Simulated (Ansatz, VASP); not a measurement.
One calculation of LaZr4O3, two programs

```
La Zr O
1.0
     3.32667    0.00000    0.00000
    -1.66334    2.88098    0.00000
     0.00000    0.00000   13.63515
La Zr O
1 4 3
Direct
  0.00000 0.00000 0.00000
  0.33333 0.66667 0.59570
  0.66667 0.33333 0.40430
  0.33333 0.66667 0.21542
  0.66667 0.33333 0.78458
  0.00000 0.00000 0.50000
  0.33333 0.66667 0.87840
  0.66667 0.33333 0.12160
```

Alike in both runs: functional PBE; k mesh 12 × 12 × 4; occupations gaussian, width 0.1 eV; no spin polarisation.

Ansatz relaxed the structure, and its values are those at the end. VASP's run is a single point on that final structure, the one shown.

|  | VASP | Ansatz |
| --- | --- | --- |
| version | VASP 6.6.1 | Ansatz 0.2.0 |
| potentials or method | VASP PAW PBE potentials, release 64 (La, Zr_sv, O), cutoff 520 eV | scalar-relativistic, plane waves, PAW |
| valence electrons in the cell | 77 | 77 |

```tsv
	VASP	Ansatz	Ansatz less VASP
gap on the k mesh at the Fermi level (eV)	none	none	-
pressure (GPa)	0.1	0.0	-0.04
rms of the force components (eV/Å)	0.014	0.001	-0.0126
```

A gap of «none» marks a metal or a gap that the smearing closes. With one functional, cell and mesh, what is left measures potentials, basis and numerics.

Neither program's run includes spin-orbit coupling.
